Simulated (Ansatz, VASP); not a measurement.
**One calculation of Si, two programs**

```
Si
1.0
    -3.34952    3.34952    3.34952
     3.34952   -3.34952    3.34952
     3.34952    3.34952   -3.34952
Si
6
Direct
  0.75000 0.25000 0.50000
  0.75000 0.50000 0.25000
  0.50000 0.25000 0.75000
  0.25000 0.50000 0.75000
  0.25000 0.75000 0.50000
  0.50000 0.75000 0.25000
```

Alike in both runs: functional r2SCAN; k mesh 8 × 8 × 8; occupations gaussian, width 0.01 eV; no spin polarisation.

Ansatz relaxed the structure, and its values are those at the end. VASP's run is a single point on that final structure, the one shown.

|  | VASP | Ansatz |
| --- | --- | --- |
| version | VASP 6.6.1 | Ansatz 0.2.0 |
| potentials or method | VASP PAW PBE potentials, release 64 (Si), cutoff 520 eV | scalar-relativistic, plane waves, PAW |
| valence electrons in the cell | 24 | 24 |

|  | VASP | Ansatz | Ansatz less VASP |
| --- | --- | --- | --- |
| gap on the k mesh at the Fermi level (eV) | 0.28 | 0.27 | -0.012 |
| least direct gap on the mesh (eV) | 0.51 | 0.50 | -0.011 |
| pressure (GPa) | -0.2 | 0.0 | +0.17 |

VASP's potentials were made for PBE, not for r2SCAN.
